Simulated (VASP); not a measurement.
# Ru3Pt (Pm-3n) in VASP: further runs

Ru3Pt is run at these levels: PBE; tasks: single point, relaxation of cell and atoms.

Program: VASP 6.6.1. These are calculated values, not measurements. Logs are shortened: lines on timing, memory, paths and dates and some standing lists are left out, and cuts for length are marked.

## 1. The cell of the first run

Symmetry: Pm-3n, No. 223, cubic system. Conventional cell: a = 4.786 Å, b = 4.786 Å, c = 4.786 Å, α = 90.00°, β = 90.00°, γ = 90.00°. Within 3.2 Å of Ru (site symmetry -4m2) lie 10 Ru at 2.39 to 2.93 Å and 4 Pt at 2.68 Å. Within 3.5 Å of Pt (site symmetry m-3) lie 12 Ru at 2.68 Å.

The cell was built from a structure type or drawn by symmetry, and may not be a known phase.

## 2. Single point, PBE

INCAR reads:

```
SYSTEM = Ru3Pt
PREC = Accurate ; ENCUT = 520
EDIFF = 1E-6 ; ISMEAR = 0
SIGMA = 0.1 ; LREAL = .False.
LASPH = .True. ; NELM = 100
ALGO = Normal ; ISIF = 2
LWAVE = .False. ; LCHARG = .True.
GGA = PE ; LELF = .True.
LVHAR = .True. ; NBANDS = 62
```

KPOINTS reads:

```
Automatic mesh
0
Gamma
  4 4 4
  0 0 0
```

POSCAR reads:

```
Ru3Pt
1.0
    4.7859546500      0.0000000000      0.0000000000
    0.0000000000      4.7859546500      0.0000000000
    0.0000000000      0.0000000000      4.7859546500
Ru Pt
6 2
Direct
    0.2500000000      0.0000000000      0.5000000000
    0.7500000000      0.0000000000      0.5000000000
    0.5000000000      0.2500000000      0.0000000000
    0.5000000000      0.7500000000      0.0000000000
    0.0000000000      0.5000000000      0.2500000000
    0.0000000000      0.5000000000      0.7500000000
    0.0000000000      0.0000000000      0.0000000000
    0.5000000000      0.5000000000      0.5000000000
```

Potentials or basis: VASP PAW PBE potentials, release 64 (Ru_pv, Pt).

The run is started by

```
$ cat potpaw_PBE.64/Ru_pv/POTCAR potpaw_PBE.64/Pt/POTCAR > POTCAR
$ mpirun -np 1 vasp_std > vasp.out
```

OUTCAR:

```text
SYSTEM = Ru3Pt
   PREC = Accurate
   ENCUT = 520
   EDIFF = 1E-6
   ISMEAR = 0
   LREAL = .False.
   LASPH = .True.
   NELM = 100
   ISIF = 2
   GGA = PE

 ion  position               nearest neighbor table
   1  0.250  0.000  0.500-   2 2.39   2 2.39   8 2.68   7 2.68   8 2.68   7 2.68   4 2.93   3 2.93
                             4 2.93   5 2.93   5 2.93   6 2.93   6 2.93   3 2.93
   2  0.750  0.000  0.500-   1 2.39   1 2.39   8 2.68   7 2.68   8 2.68   7 2.68   4 2.93   3 2.93
                             4 2.93   5 2.93   5 2.93   6 2.93   6 2.93   3 2.93
   3  0.500  0.250  0.000-   4 2.39   4 2.39   8 2.68   8 2.68   7 2.68   7 2.68   1 2.93   1 2.93
                             2 2.93   5 2.93   6 2.93   5 2.93   6 2.93   2 2.93
   4  0.500  0.750  0.000-   3 2.39   3 2.39   8 2.68   8 2.68   7 2.68   7 2.68   1 2.93   1 2.93
                             2 2.93   5 2.93   6 2.93   5 2.93   6 2.93   2 2.93
   5  0.000  0.500  0.250-   6 2.39   6 2.39   8 2.68   7 2.68   7 2.68   8 2.68   3 2.93   4 2.93
                             1 2.93   2 2.93   1 2.93   3 2.93   4 2.93   2 2.93
   6  0.000  0.500  0.750-   5 2.39   5 2.39   8 2.68   7 2.68   7 2.68   8 2.68   3 2.93   4 2.93
                             1 2.93   2 2.93   1 2.93   3 2.93   4 2.93   2 2.93
   7  0.000  0.000  0.000-   1 2.68   2 2.68   3 2.68   4 2.68   5 2.68   6 2.68   1 2.68   2 2.68
                             5 2.68   6 2.68   3 2.68   4 2.68
   8  0.500  0.500  0.500-   1 2.68   2 2.68   3 2.68   4 2.68   5 2.68   6 2.68   3 2.68   4 2.68
                             1 2.68   2 2.68   5 2.68   6 2.68

  LATTYP: Found a simple cubic cell.
 ALAT       =     4.7859546500

  Lattice vectors:

 A1 = (   4.7859546500,   0.0000000000,   0.0000000000)
 A2 = (   0.0000000000,   4.7859546500,   0.0000000000)
 A3 = (   0.0000000000,   0.0000000000,   4.7859546500)

Analysis of symmetry for initial positions (statically):
=====================================================================
 Subroutine PRICEL returns:
 Original cell was already a primitive cell.

 Routine SETGRP: Setting up the symmetry group for a
 simple cubic supercell.

 Subroutine GETGRP returns: Found 48 space group operations
 (whereof 24 operations were pure point group operations)
 out of a pool of 48 trial point group operations.

The static configuration has the point symmetry T_h .
 The point group associated with its full space group is O_h .

Analysis of symmetry for dynamics (positions and initial velocities):
=====================================================================
 Subroutine PRICEL returns:
 Original cell was already a primitive cell.

 Routine SETGRP: Setting up the symmetry group for a
 simple cubic supercell.

 Subroutine GETGRP returns: Found 48 space group operations
 (whereof 24 operations were pure point group operations)
 out of a pool of 48 trial point group operations.

The dynamic configuration has the point symmetry T_h .
 The point group associated with its full space group is O_h .

 Subroutine INISYM returns: Found 48 space group operations
 (whereof 24 operations are pure point group operations),
 and found     1 'primitive' translations

----------------------------------------------------------------------------------------

                                     Primitive cell

  volume of cell :     109.6240

  direct lattice vectors                    reciprocal lattice vectors
     4.785954650  0.000000000  0.000000000     0.208944730  0.000000000  0.000000000
     0.000000000  4.785954650  0.000000000     0.000000000  0.208944730  0.000000000
     0.000000000  0.000000000  4.785954650     0.000000000  0.000000000  0.208944730

  length of vectors
     4.785954650  4.785954650  4.785954650     0.208944730  0.208944730  0.208944730

  position of ions in fractional coordinates (direct lattice)
     0.250000000  0.000000000  0.500000000
     0.750000000  0.000000000  0.500000000
     0.500000000  0.250000000  0.000000000
     0.500000000  0.750000000  0.000000000
     0.000000000  0.500000000  0.250000000
     0.000000000  0.500000000  0.750000000
     0.000000000  0.000000000  0.000000000
     0.500000000  0.500000000  0.500000000

  ion indices of the primitive-cell ions
   primitive index   ion index
                 1           1
                 2           2
                 3           3
                 4           4
                 5           5
                 6           6
                 7           7
                 8           8

----------------------------------------------------------------------------------------

 KPOINTS: Automatic mesh

Automatic generation of k-mesh.
 Grid dimensions read from file:
 generate k-points for:    4    4    4

 Generating k-lattice:

  Cartesian coordinates                     Fractional coordinates (reciprocal lattice)
     0.052236182  0.000000000  0.000000000     0.250000000  0.000000000  0.000000000
     0.000000000  0.052236182  0.000000000     0.000000000  0.250000000  0.000000000
     0.000000000  0.000000000  0.052236182     0.000000000  0.000000000  0.250000000

  Length of vectors
     0.052236182  0.052236182  0.052236182

  Shift w.r.t. Gamma in fractional coordinates (k-lattice)
     0.000000000  0.000000000  0.000000000

 Subroutine IBZKPT returns following result:
 ===========================================

 Found     10 irreducible k-points:

 Following reciprocal coordinates:
            Coordinates               Weight
  0.000000  0.000000  0.000000      1.000000
  0.250000  0.000000  0.000000      6.000000
  0.500000  0.000000  0.000000      3.000000
  0.250000  0.250000  0.000000     12.000000
  0.500000  0.250000  0.000000     12.000000
  0.500000  0.500000  0.000000      3.000000
  0.250000  0.250000  0.250000      8.000000
  0.500000  0.250000  0.250000     12.000000
  0.500000  0.500000  0.250000      6.000000
  0.500000  0.500000  0.500000      1.000000
   k-points           NKPTS =     10   k-points in BZ     NKDIM =     10   number of bands    NBANDS=     62
   number of dos      NEDOS =    301   number of ions     NIONS =      8
   total plane-waves  NPLWV =  46656
   dimension x,y,z NGX =    36 NGY =   36 NGZ =   36
   dimension x,y,z NGXF=    72 NGYF=   72 NGZF=   72
   ions per type =               6   2
   NGX,Y,Z   is equivalent  to a cutoff of  12.51, 12.51, 12.51 a.u.
   NGXF,Y,Z  is equivalent  to a cutoff of  25.01, 25.01, 25.01 a.u.
 SYSTEM =  Ru3Pt
   PREC   = accura    normal or accurate (medium, high low for compatibility)
   ISTART =      0    job   : 0-new  1-cont  2-samecut
   ICHARG =      2    charge: 1-file 2-atom 10-const
   ISPIN  =      1    spin polarized calculation?
   LNONCOLLINEAR =      F non collinear calculations
   LSORBIT =      F    spin-orbit coupling
   LASPH  =      T    aspherical Exc in radial PAW
   ENCUT  =  520.0 eV  38.22 Ry    6.18 a.u.   8.90  8.90  8.90*2*pi/ulx,y,z
   NELM   =    100;   NELMIN=  2; NELMDL= -5     # of ELM steps
   EDIFF  = 0.1E-05   stopping-criterion for ELM
   LREAL  =      F    real-space projection
   EDIFFG = 0.1E-04   stopping-criterion for IOM
   NSW    =      0    number of steps for IOM
   IBRION =     -1    ionic relax: 0-MD 1-quasi-New 2-CG
   NFREE  =      0    steps in history (QN), initial steepest desc. (CG)
   ISIF   =      2    stress and relaxation
   ISYM   =      2    0-nonsym 1-usesym 2-fastsym
   POTIM  = 0.5000    time-step for ionic-motion
   TEBEG  =    0.0;   TEEND  =   0.0 temperature during run
   PSTRESS=    0.0 pullay stress
   NELECT =     104.0000    total number of electrons
   NUPDOWN=      -1.0000    fix difference up-down
   EMIN   =  10.00;   EMAX   =-10.00  energy-range for DOS
   EFERMI =   0.00;   METHOD = LEGACY
   ISMEAR =     0;   SIGMA  =   0.10  broadening in eV -4-tet -1-fermi 0-gaus
   EFERMI_NEDOS =   21; number of points for ismear=-14 and -15
   IALGO  =     38    algorithm
   IMIX   =      4    mixing-type and parameters
     AMIX     =   0.40;   BMIX     =  1.00
     AMIX_MAG =   1.60;   BMIX_MAG =  1.00
  volume/ion in A,a.u.               =      13.70        92.47
  Fermi-wavevector in a.u.,A,eV,Ry     =   1.608610  3.039832 35.206780  2.587625
  Thomas-Fermi vector in A             =   2.704452
   LORBIT       =      0    0 simple, 1 ext, 2 COOP (PROOUT), +10 PAW based schemes
   GGA     = PE    functional components
   LHFCALC =     F    Hartree Fock is set to
   AEXX    =    0.0000 exact exchange contribution
   IVDW    =     0    specifies the selected vdW correction
   LEPSILON=     F    determine dielectric tensor
   LRPA    =     F    only Hartree local field effects (RPA)
 non-spin polarized calculation
 Gauss-broadening in eV      SIGMA  =   0.10
  energy-cutoff  :      520.00
  volume of cell :      109.62
 maximum number of plane-waves:      3016
 NGX is ok and might be reduce to    36
   NGX = 17   NGY = 17   NGZ = 17

 number of electron     103.9999989 magnetization

 Free energy of the ion-electron system (eV)
  ---------------------------------------------------
  ext. energy  EPLUGINS =         0.00000000
  ---------------------------------------------------
  free energy    TOTEN  =       -64.43098061 eV

  energy without entropy =      -64.37734256  energy(sigma->0) =      -64.40416158

 E-fermi :  13.1527     XC(G=0): -14.0432

 val. band max:       13.1396119795   @ k =   0.5000   0.2500   0.2500
 cond. band min:      13.1854265759   @ k =   0.5000   0.5000   0.2500
 fundamental gap:      0.0458145965
 Fermi energy:        13.1526834442

 k-point     1 :       0.0000    0.0000    0.0000
  band No.  band energies     occupation
      1     -31.2482      2.00000
      2     -31.2482      2.00000
      3     -31.1288      2.00000
      4     -30.1776      2.00000
      5     -30.1776      2.00000
      6     -30.1776      2.00000
[... 54 lines left out ...]
     61      16.6726      0.00000
     62      16.6726      0.00000

 k-point     2 :       0.2500    0.0000    0.0000
  band No.  band energies     occupation
      1     -31.2385      2.00000
      2     -31.1966      2.00000
      3     -30.9808      2.00000
      4     -30.1718      2.00000
      5     -30.1718      2.00000
      6     -30.1342      2.00000
[... 519 lines left out ...]
      6     -30.4732      2.00000
[... 54 lines left out ...]
     61      14.9201      0.00000
     62      14.9201      0.00000

------------------------ aborting loop because EDIFF is reached ----------------------------------------

  FORCE on cell =-STRESS in cart. coord.  units (eV):
  Direction    XX          YY          ZZ          XY          YZ          ZX
  --------------------------------------------------------------------------------------
  -------------------------------------------------------------------------------------
  Total       13.8343722     13.8343722     13.8343722      0.0000000     -0.0000000      0.0000000
  in kB      202.1921553    202.1921553    202.1921553      0.0000000     -0.0000000      0.0000000
  external PRESSURE =     202.1921553 kB  Pullay stress =       0.0000000 kB

 VOLUME and BASIS-vectors are now :
 -----------------------------------------------------------------------------
  energy-cutoff  :      520.00
  volume of cell :      109.62
      direct lattice vectors                 reciprocal lattice vectors
     4.785954650  0.000000000  0.000000000     0.208944730  0.000000000  0.000000000
     0.000000000  4.785954650  0.000000000     0.000000000  0.208944730  0.000000000
     0.000000000  0.000000000  4.785954650     0.000000000  0.000000000  0.208944730

 POSITION                                       TOTAL-FORCE (eV/Angst)
 -----------------------------------------------------------------------------------
      1.19649      0.00000      2.39298        -0.000000     -0.000000     -0.000000
      3.58947      0.00000      2.39298         0.000000      0.000000     -0.000000
      2.39298      1.19649      0.00000         0.000000      0.000000      0.000000
      2.39298      3.58947      0.00000        -0.000000     -0.000000     -0.000000
      0.00000      2.39298      1.19649         0.000000     -0.000000      0.000000
      0.00000      2.39298      3.58947        -0.000000      0.000000     -0.000000
      0.00000      0.00000      0.00000         0.000000      0.000000      0.000000
      2.39298      2.39298      2.39298         0.000000      0.000000      0.000000
 -----------------------------------------------------------------------------------
    total drift:                                0.000000      0.000000     -0.000000

  FREE ENERGIE OF THE ION-ELECTRON SYSTEM (eV)
  ---------------------------------------------------
  free  energy   TOTEN  =       -64.4309806087 eV

  energy  without entropy=      -64.3773425607  energy(sigma->0) =      -64.40416158
```

Run time: 49 s. Hardware: 1 thread of Intel Xeon Platinum 8488C (Sapphire Rapids), shared host; peak memory 0.22 GiB.

What came out:

- Free energy: -64.4310 eV
- Pressure: 20.2 GPa
- Band gap on the k mesh: zero (bands 52 and 53 overlap by 0.29 eV)

Caveat: the cell stands under pressure; spin-orbit coupling is left out, which moves the levels of the heavy elements.

## 3. Single point, PBE

This run uses another cell than the first one, of 14.60 Å³/atom.

INCAR reads:

```
SYSTEM = Ru3Pt
  ALGO = Normal
  EDIFF = 1E-7
  ENCUT = 520
  GGA = PE
  ISIF = 2
  ISMEAR = 0
  LASPH = .True.
  LCHARG = .False.
  LREAL = .False.
  LWAVE = .False.
  NBANDS = 62
  NELM = 60
  PREC = Accurate
  SIGMA = 0.1
```

KPOINTS reads:

```
k-points
0
Gamma
  4 4 4
  0 0 0
```

Edit POSCAR of step 2 so:

```diff
@@ -2,5 +2,5 @@
 1.0
-    4.7859546500      0.0000000000      0.0000000000
-    0.0000000000      4.7859546500      0.0000000000
-    0.0000000000      0.0000000000      4.7859546500
+    4.8884819550      0.0000000000      0.0000000000
+    0.0000000000      4.8884819550      0.0000000000
+    0.0000000000      0.0000000000      4.8884819550
 Ru Pt
```

Potentials or basis: VASP PAW PBE potentials, release 64 (Ru_pv, Pt).

The run is started by

```
$ cat potpaw_PBE.64/Ru_pv/POTCAR potpaw_PBE.64/Pt/POTCAR > POTCAR
$ mpirun -np 1 vasp_std > vasp.out
```

It took 62 s on 1 thread of Intel Xeon Platinum 8488C (Sapphire Rapids), shared host; peak memory 0.23 GiB.

Results (log left out):

| Item | Value |
| --- | --- |
| Free energy | -64.8576 eV |
| Pressure | -0.2 GPa |
| Band gap on the k mesh | zero (bands 52 and 53 overlap by 0.27 eV) |

Levels at points of the mesh, in eV from the Fermi level:
```csv
k point,band 49,band 50,band 51,band 52,band 53,band 54,band 55,band 56
"(0.00, 0.00, 0.00)",-0.74,-0.74,-0.74,0.18,0.18,0.64,0.64,0.64
"(0.50, 0.00, 0.00)",-0.40,-0.40,-0.19,-0.19,-0.08,-0.08,0.27,0.27
"(0.50, 0.50, 0.00)",-0.89,-0.70,-0.69,-0.33,0.19,0.33,0.33,0.36
"(0.50, 0.50, 0.50)",-0.08,-0.08,-0.08,-0.08,0.07,0.07,0.07,0.07
```

Caveat: spin-orbit coupling is left out, which moves the levels of the heavy elements.

(Part 1 of 2 ends here.)
